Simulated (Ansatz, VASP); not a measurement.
# Pt: VASP beside Ansatz

```xyz
1
Lattice="-1.3612 1.6861 1.6893 1.3593 -1.6861 1.6909 1.3525 1.6933 -1.6894" Properties=species:S:1:pos:R:3 pbc="T T T"
Pt    0.0000    0.0000    0.0000
```

Change from the starting cell: cell sheared at random, sigma 0.03, atoms nudged by 0.01 Å; relaxed back.

Alike in both runs: functional r2SCAN; k mesh 16 × 16 × 16; occupations gaussian, width 0.15 eV; no spin polarisation.

Ansatz relaxed the structure, and its values are those at the end. VASP's run is a single point on that final structure, the one shown.

|  | VASP | Ansatz |
| --- | --- | --- |
| version | VASP 6.6.1 | Ansatz 0.2.0 |
| potentials or method | VASP PAW PBE potentials, release 64 (Pt), cutoff 520 eV | scalar-relativistic, plane waves, PAW |
| valence electrons in the cell | 10 | 18 |

|  | VASP | Ansatz | Ansatz less VASP |
| --- | --- | --- | --- |
| gap on the k mesh at the Fermi level (eV) | none | none | - |
| pressure (GPa) | 0.7 | 0.0 | -0.65 |

VASP's potentials were made for PBE, not for r2SCAN. A gap of «none» marks a metal or a gap that the smearing closes. The functional is the same, so the differences come from potentials, cutoffs and numerics. VASP's potentials hold 10 valence electrons a cell and Ansatz's 18, so a difference there can come from the potentials and not from the codes.

Neither program's run includes spin-orbit coupling.
